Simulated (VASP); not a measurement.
# BAs (F-43m) in VASP: a series of runs

BAs is run at these levels: PBEsol; tasks: single point.

Everything below comes from runs of VASP 6.6.1. Logs are shortened: lines on timing, memory, paths and dates and some standing lists are left out, and cuts for length are marked.

## 1. The cell of the first run

It takes space group F-43m (No. 216, cubic). Conventional cell: a = 4.745 Å, b = 4.745 Å, c = 4.745 Å, α = 90.00°, β = 90.00°, γ = 90.00°. As (site symmetry -43m) has 4 B at 2.05 Å within 2.7 Å. B (site symmetry -43m) has 4 As at 2.05 Å within 2.7 Å.

## 2. Single point, PBEsol (volume scaled by 0.98)

The input, INCAR:

```
SYSTEM = BAs
PREC = Accurate
ENCUT = 520
EDIFF = 1E-7
ISMEAR = -1
SIGMA = 0.05
LREAL = .False.
LASPH = .True.
NELM = 60
ALGO = Normal
ISIF = 2
LWAVE = .False.
LCHARG = .False.
GGA = PS
NBANDS = 11
```

The input, KPOINTS:

```
Automatic mesh
0
Gamma
  10 10 10
  0 0 0
```

The input, POSCAR:

```
BAs
1.0
    0.0000000000      2.3724693156      2.3724693156
    2.3724693156      0.0000000000      2.3724693156
    2.3724693156      2.3724693156      0.0000000000
As B
1 1
Direct
    0.7500000000      0.7500000000      0.7500000000
    0.0000000000      0.0000000000      0.0000000000
```

Potentials or basis: VASP PAW PBE potentials, release 64 (As, B).

Command:

```console
cat potpaw_PBE.64/As/POTCAR potpaw_PBE.64/B/POTCAR > POTCAR
mpirun -np 1 vasp_std > vasp.out
```

OUTCAR:

```text
SYSTEM = BAs
   PREC = Accurate
   ENCUT = 520
   EDIFF = 1E-7
   ISMEAR = -1
   LREAL = .False.
   LASPH = .True.
   NELM = 60
   ISIF = 2
   GGA = PS

 ion  position               nearest neighbor table
   1  0.750  0.750  0.750-   2 2.05   2 2.05   2 2.05   2 2.05
   2  0.000  0.000  0.000-   1 2.05   1 2.05   1 2.05   1 2.05

  LATTYP: Found a face centered cubic cell.
 ALAT       =     4.7449386312

  Lattice vectors:

 A1 = (   0.0000000000,   2.3724693156,   2.3724693156)
 A2 = (   2.3724693156,   0.0000000000,   2.3724693156)
 A3 = (   2.3724693156,   2.3724693156,   0.0000000000)

Analysis of symmetry for initial positions (statically):
=====================================================================
 Subroutine PRICEL returns:
 Original cell was already a primitive cell.

 Routine SETGRP: Setting up the symmetry group for a
 face centered cubic supercell.

 Subroutine GETGRP returns: Found 24 space group operations
 (whereof 24 operations were pure point group operations)
 out of a pool of 48 trial point group operations.

The static configuration has the point symmetry T_d .

Analysis of symmetry for dynamics (positions and initial velocities):
=====================================================================
 Subroutine PRICEL returns:
 Original cell was already a primitive cell.

 Routine SETGRP: Setting up the symmetry group for a
 face centered cubic supercell.

 Subroutine GETGRP returns: Found 24 space group operations
 (whereof 24 operations were pure point group operations)
 out of a pool of 48 trial point group operations.

The dynamic configuration has the point symmetry T_d .

 Subroutine INISYM returns: Found 24 space group operations
 (whereof 24 operations are pure point group operations),
 and found     1 'primitive' translations

----------------------------------------------------------------------------------------

                                     Primitive cell

  volume of cell :      26.7074

  direct lattice vectors                    reciprocal lattice vectors
     0.000000000  2.372469316  2.372469316    -0.210750882  0.210750882  0.210750882
     2.372469316  0.000000000  2.372469316     0.210750882 -0.210750882  0.210750882
     2.372469316  2.372469316  0.000000000     0.210750882  0.210750882 -0.210750882

  length of vectors
     3.355178282  3.355178282  3.355178282     0.365031235  0.365031235  0.365031235

  position of ions in fractional coordinates (direct lattice)
     0.750000000  0.750000000  0.750000000
     0.000000000  0.000000000  0.000000000

  ion indices of the primitive-cell ions
   primitive index   ion index
                 1           1
                 2           2

----------------------------------------------------------------------------------------

 KPOINTS: Automatic mesh

Automatic generation of k-mesh.
 Grid dimensions read from file:
 generate k-points for:   10   10   10

 Generating k-lattice:

  Cartesian coordinates                     Fractional coordinates (reciprocal lattice)
    -0.021075088  0.021075088  0.021075088     0.100000000  0.000000000  0.000000000
     0.021075088 -0.021075088  0.021075088     0.000000000  0.100000000  0.000000000
     0.021075088  0.021075088 -0.021075088     0.000000000  0.000000000  0.100000000

  Length of vectors
     0.036503123  0.036503123  0.036503123

  Shift w.r.t. Gamma in fractional coordinates (k-lattice)
     0.000000000  0.000000000  0.000000000

 Subroutine IBZKPT returns following result:
 ===========================================

 Found     47 irreducible k-points:

 Following reciprocal coordinates:
            Coordinates               Weight
  0.000000  0.000000  0.000000      1.000000
  0.100000  0.000000  0.000000      8.000000
  0.200000  0.000000  0.000000      8.000000
  0.300000  0.000000  0.000000      8.000000
  0.400000  0.000000  0.000000      8.000000
  0.500000  0.000000  0.000000      4.000000
[... 16 lines left out ...]
  0.300000  0.300000  0.000000      6.000000
  0.400000  0.300000  0.000000     24.000000
 [... further k-points ...]
   k-points           NKPTS =     47   k-points in BZ     NKDIM =     47   number of bands    NBANDS=     11
   number of dos      NEDOS =    301   number of ions     NIONS =      2
   total plane-waves  NPLWV =  21952
   dimension x,y,z NGX =    28 NGY =   28 NGZ =   28
   dimension x,y,z NGXF=    56 NGYF=   56 NGZF=   56
   ions per type =               1   1
   NGX,Y,Z   is equivalent  to a cutoff of  13.87, 13.87, 13.87 a.u.
   NGXF,Y,Z  is equivalent  to a cutoff of  27.75, 27.75, 27.75 a.u.
 SYSTEM =  BAs
   PREC   = accura    normal or accurate (medium, high low for compatibility)
   ISTART =      0    job   : 0-new  1-cont  2-samecut
   ICHARG =      2    charge: 1-file 2-atom 10-const
   ISPIN  =      1    spin polarized calculation?
   LNONCOLLINEAR =      F non collinear calculations
   LSORBIT =      F    spin-orbit coupling
   LASPH  =      T    aspherical Exc in radial PAW
   ENCUT  =  520.0 eV  38.22 Ry    6.18 a.u.   6.24  6.24  6.24*2*pi/ulx,y,z
   NELM   =     60;   NELMIN=  2; NELMDL= -5     # of ELM steps
   EDIFF  = 0.1E-06   stopping-criterion for ELM
   LREAL  =      F    real-space projection
   EDIFFG = 0.1E-05   stopping-criterion for IOM
   NSW    =      0    number of steps for IOM
   IBRION =     -1    ionic relax: 0-MD 1-quasi-New 2-CG
   NFREE  =      0    steps in history (QN), initial steepest desc. (CG)
   ISIF   =      2    stress and relaxation
   ISYM   =      2    0-nonsym 1-usesym 2-fastsym
   POTIM  = 0.5000    time-step for ionic-motion
   TEBEG  =    0.0;   TEEND  =   0.0 temperature during run
   PSTRESS=    0.0 pullay stress
   NELECT =       8.0000    total number of electrons
   NUPDOWN=      -1.0000    fix difference up-down
   EMIN   =  10.00;   EMAX   =-10.00  energy-range for DOS
   EFERMI =   0.00;   METHOD = LEGACY
   ISMEAR =    -1;   SIGMA  =   0.05  broadening in eV -4-tet -1-fermi 0-gaus
   EFERMI_NEDOS =   21; number of points for ismear=-14 and -15
   IALGO  =     38    algorithm
   IMIX   =      4    mixing-type and parameters
     AMIX     =   0.40;   BMIX     =  1.00
     AMIX_MAG =   1.60;   BMIX_MAG =  1.00
  volume/ion in A,a.u.               =      13.35        90.12
  Fermi-wavevector in a.u.,A,eV,Ry     =   1.095370  2.069949 16.324756  1.199836
  Thomas-Fermi vector in A             =   2.231692
   LORBIT       =      0    0 simple, 1 ext, 2 COOP (PROOUT), +10 PAW based schemes
   GGA     = PS    functional components
   LHFCALC =     F    Hartree Fock is set to
   AEXX    =    0.0000 exact exchange contribution
   IVDW    =     0    specifies the selected vdW correction
   LEPSILON=     F    determine dielectric tensor
   LRPA    =     F    only Hartree local field effects (RPA)
 non-spin polarized calculation
  energy-cutoff  :      520.00
  volume of cell :       26.71
 maximum number of plane-waves:       728
 NGX is ok and might be reduce to    28
   NGX = 13   NGY = 13   NGZ = 13

 number of electron       8.0000000 magnetization

 Free energy of the ion-electron system (eV)
  ---------------------------------------------------
  ext. energy  EPLUGINS =         0.00000000
  ---------------------------------------------------
  free energy    TOTEN  =       -12.19857317 eV

  energy without entropy =      -12.19857290  energy(sigma->0) =      -12.19857303

 E-fermi :   6.7790     XC(G=0): -10.8171

 val. band max:        6.2685035707   @ k =   0.0000   0.0000   0.0000
 cond. band min:       7.3241198365   @ k =   0.4000   0.4000   0.0000
 fundamental gap:      1.0556162658
 Fermi energy:         6.7789905177

 k-point     1 :       0.0000    0.0000    0.0000
  band No.  band energies     occupation
      1      -9.3549      2.00000
      2       6.2685      1.99993
      3       6.2685      1.99993
      4       6.2685      1.99993
      5       9.5338      0.00000
      6       9.5338      0.00000
      7       9.5338      0.00000
      8      11.2082      0.00000
      9      15.7155      0.00000
     10      19.2829      0.00000
     11      19.2829      0.00000

 k-point     2 :       0.1000    0.0000    0.0000
  band No.  band energies     occupation
      1      -9.1872      2.00000
      2       4.8500      2.00000
      3       5.9565      2.00000
      4       5.9565      2.00000
      5       9.7200      0.00000
      6       9.9431      0.00000
      7       9.9431      0.00000
      8      12.0328      0.00000
      9      16.3876      0.00000
     10      18.1400      0.00000
     11      18.1400      0.00000

 k-point     3 :       0.2000    0.0000    0.0000
  band No.  band energies     occupation
      1      -8.6923      2.00000
      2       2.4399      2.00000
      3       5.3669      2.00000
      4       5.3669      2.00000
      5       9.5361      0.00000
      6      10.6718      0.00000
      7      10.6718      0.00000
      8      13.5826      0.00000
      9      17.3999      0.00000
     10      17.3999      0.00000
     11      17.4039      0.00000

 k-point     4 :       0.3000    0.0000    0.0000
  band No.  band energies     occupation
      1      -7.9052      2.00000
      2       0.1005      2.00000
      3       4.8485      2.00000
      4       4.8485      2.00000
      5       9.2767      0.00000
      6      11.0610      0.00000
      7      11.0610      0.00000
      8      14.7436      0.00000
      9      17.5462      0.00000
     10      17.8714      0.00000
     11      17.8714      0.00000
[... 239 lines left out ...]
 k-point    22 :      -0.2000    0.2000    0.0000
  band No.  band energies     occupation
      1      -7.6360      2.00000
      2       0.7280      2.00000
      3       2.0706      2.00000
      4       4.9443      2.00000
      5      10.2347      0.00000
      6      11.4078      0.00000
      7      12.2993      0.00000
      8      13.3074      0.00000
      9      16.0900      0.00000
     10      18.8842      0.00000
     11      20.5555      0.00000

 k-point    23 :       0.3000    0.3000    0.0000
  band No.  band energies     occupation
      1      -7.3965      2.00000
      2       1.0272      2.00000
      3       2.9882      2.00000
      4       2.9882      2.00000
      5       7.5631      0.00000
      6       9.8265      0.00000
      7      14.8264      0.00000
      8      14.8264      0.00000
      9      17.3949      0.00000
     10      21.4055      0.00000
     11      21.4584      0.00000

 k-point    24 :       0.4000    0.3000    0.0000
  band No.  band energies     occupation
      1      -6.6495      2.00000
      2      -0.2472      2.00000
      3       2.1741      2.00000
      4       2.6852      2.00000
      5       7.8645      0.00000
      6       9.5657      0.00000
      7      15.2163      0.00000
      8      15.4424      0.00000
      9      18.4346      0.00000
     10      22.2153      0.00000
     11      22.2452      0.00000

 [... further k-points ...]
[... 5 lines left out ...]
  --------------------------------------------------------------------------------------
  -------------------------------------------------------------------------------------
  Total        0.5051073      0.5051073      0.5051073      0.0000000      0.0000000     -0.0000000
  in kB       30.3013786     30.3013786     30.3013786      0.0000000      0.0000000     -0.0000000
  external PRESSURE =      30.3013786 kB  Pullay stress =       0.0000000 kB

 VOLUME and BASIS-vectors are now :
 -----------------------------------------------------------------------------
  energy-cutoff  :      520.00
  volume of cell :       26.71
      direct lattice vectors                 reciprocal lattice vectors
     0.000000000  2.372469316  2.372469316    -0.210750882  0.210750882  0.210750882
     2.372469316  0.000000000  2.372469316     0.210750882 -0.210750882  0.210750882
     2.372469316  2.372469316  0.000000000     0.210750882  0.210750882 -0.210750882

 POSITION                                       TOTAL-FORCE (eV/Angst)
 -----------------------------------------------------------------------------------
      3.55870      3.55870      3.55870         0.000000      0.000000      0.000000
      0.00000      0.00000      0.00000        -0.000000     -0.000000     -0.000000
 -----------------------------------------------------------------------------------
    total drift:                                0.000000      0.000000      0.000000

  FREE ENERGIE OF THE ION-ELECTRON SYSTEM (eV)
  ---------------------------------------------------
  free  energy   TOTEN  =       -12.1985731661 eV

  energy  without entropy=      -12.1985729035  energy(sigma->0) =      -12.19857303
```

It took 23 s on 1 thread of Intel Xeon Platinum 8259CL at 2.50GHz (Skylake/Cascade Lake), shared host; peak memory 0.16 GiB.

What came out:

* Free energy: -12.1986 eV
* Pressure: 3.0 GPa
* Band gap on the k mesh: 1.06 eV, indirect (least direct gap 3.27 eV)

Caveat: the cell differs from its parent crystal (volume scaled by 0.98); the PAW data sets were made with another functional, which shifts forces and pressure a little. A k mesh can miss the band edges.

## 3. Single point, PBEsol

This run uses another cell than the first one, of 13.63 Å³/atom, 1.020 times its volume.

The input, INCAR:

```
  PREC = Accurate
  ENCUT = 520
  EDIFF = 1E-6
  ISMEAR = -1
  SIGMA = 0.05
  LREAL = False
  LASPH = True
  NELM = 100
  ALGO = Normal
  ISIF = 2
  LWAVE = False
  LCHARG = False
  GGA = PS
  NBANDS = 11
```

The input, KPOINTS:

```
Automatic mesh
0
Gamma
  10 10 10
```

The input, POSCAR:

```
BAs
1.0
    0.0000000000      2.3885000000      2.3885000000
    2.3885000000      0.0000000000      2.3885000000
    2.3885000000      2.3885000000      0.0000000000
As B
1 1
Direct
    0.7500000000      0.7500000000      0.7500000000
    0.0000000000      0.0000000000      0.0000000000
```

Potentials or basis: VASP PAW PBE potentials, release 64 (As, B).

Command:

```console
cat potpaw_PBE.64/As/POTCAR potpaw_PBE.64/B/POTCAR > POTCAR
mpirun -np 1 vasp_std > vasp.out
```

OUTCAR:

```text
PREC = Accurate
   ENCUT = 520
   EDIFF = 1E-6
   ISMEAR = -1
   LREAL = False
   LASPH = True
   NELM = 100
   ISIF = 2
   GGA = PS

 ion  position               nearest neighbor table
   1  0.750  0.750  0.750-   2 2.07   2 2.07   2 2.07   2 2.07
   2  0.000  0.000  0.000-   1 2.07   1 2.07   1 2.07   1 2.07

  LATTYP: Found a face centered cubic cell.
 ALAT       =     4.7770000000

  Lattice vectors:

 A1 = (   0.0000000000,   2.3885000000,   2.3885000000)
 A2 = (   2.3885000000,   0.0000000000,   2.3885000000)
 A3 = (   2.3885000000,   2.3885000000,   0.0000000000)
[... 512 lines left out ...]
      7      14.8460      0.00000
      8      15.0851      0.00000
      9      18.0322      0.00000
     10      21.7272      0.00000
     11      21.8864      0.00000

 [... further k-points ...]
[... 5 lines left out ...]
  --------------------------------------------------------------------------------------
  -------------------------------------------------------------------------------------
  Total        0.0097463      0.0097463      0.0097463     -0.0000000     -0.0000000     -0.0000000
  in kB        0.5729861      0.5729861      0.5729861     -0.0000000     -0.0000000     -0.0000000
  external PRESSURE =       0.5729861 kB  Pullay stress =       0.0000000 kB

 VOLUME and BASIS-vectors are now :
 -----------------------------------------------------------------------------
  energy-cutoff  :      520.00
  volume of cell :       27.25
      direct lattice vectors                 reciprocal lattice vectors
     0.000000000  2.388500000  2.388500000    -0.209336404  0.209336404  0.209336404
     2.388500000  0.000000000  2.388500000     0.209336404 -0.209336404  0.209336404
     2.388500000  2.388500000  0.000000000     0.209336404  0.209336404 -0.209336404

 POSITION                                       TOTAL-FORCE (eV/Angst)
 -----------------------------------------------------------------------------------
      3.58275      3.58275      3.58275         0.000000      0.000000     -0.000000
      0.00000      0.00000      0.00000        -0.000000     -0.000000      0.000000
 -----------------------------------------------------------------------------------
    total drift:                                0.000000      0.000000      0.000000

  FREE ENERGIE OF THE ION-ELECTRON SYSTEM (eV)
  ---------------------------------------------------
  free  energy   TOTEN  =       -12.2038808569 eV

  energy  without entropy=      -12.2038806384  energy(sigma->0) =      -12.20388075
```

OSZICAR:

```text
N       E                     dE             d eps       ncg     rms          rms(c)
DAV:   1     0.118921981067E+02    0.11892E+02   -0.38984E+03  1034   0.653E+02
DAV:   2    -0.120731316858E+02   -0.23965E+02   -0.23016E+02  1438   0.104E+02
DAV:   3    -0.128096388045E+02   -0.73651E+00   -0.73492E+00  1299   0.171E+01
DAV:   4    -0.128115927339E+02   -0.19539E-02   -0.19538E-02  1165   0.101E+00
DAV:   5    -0.128115955481E+02   -0.28142E-05   -0.28141E-05  1236   0.413E-02    0.483E+00
DAV:   6    -0.122814560296E+02    0.53014E+00   -0.13466E+00  1106   0.464E+00    0.239E+00
DAV:   7    -0.122128446223E+02    0.68611E-01   -0.18407E-01  1208   0.207E+00    0.927E-01
DAV:   8    -0.122036930368E+02    0.91516E-02   -0.18404E-02  1163   0.741E-01    0.916E-02
DAV:   9    -0.122038251715E+02   -0.13213E-03   -0.68328E-04  1154   0.155E-01    0.512E-02
DAV:  10    -0.122038782880E+02   -0.53117E-04   -0.85006E-05  1114   0.541E-02    0.942E-03
DAV:  11    -0.122038809483E+02   -0.26603E-05   -0.18476E-06  1251   0.984E-03    0.900E-03
DAV:  12    -0.122038808569E+02    0.91490E-07   -0.99518E-07   700   0.501E-03
   1 F= -.12203881E+02 E0= -.12203881E+02  d E =-.218501E-06
```

Wall time 20 s (1 thread of Intel Xeon Platinum 8259CL at 2.50GHz (Skylake/Cascade Lake), shared host); peak memory 0.16 GiB.

Results:

```
Free energy            : -12.2039 eV
Pressure               : 0.1 GPa
Band gap on the k mesh : 1.08 eV, indirect (least direct gap 3.24 eV)
```

Levels at points of the mesh, in eV from the valence-band top:
```csv
k point,band 1,band 2,band 3,band 4,band 5,band 6,band 7,band 8,band 9
"(0.00, 0.00, 0.00)",-15.44,0.00,0.00,0.00,3.24,3.24,3.24,4.68,9.35
"(0.50, 0.00, 0.00)",-12.55,-8.83,-1.83,-1.83,2.65,4.73,4.73,8.71,12.55
"(0.50, 0.50, 0.00)",-11.24,-8.53,-4.11,-4.11,1.31,1.34,11.34,11.34,12.78
```

Caveat: the PAW data sets were made with another functional, which shifts forces and pressure a little.
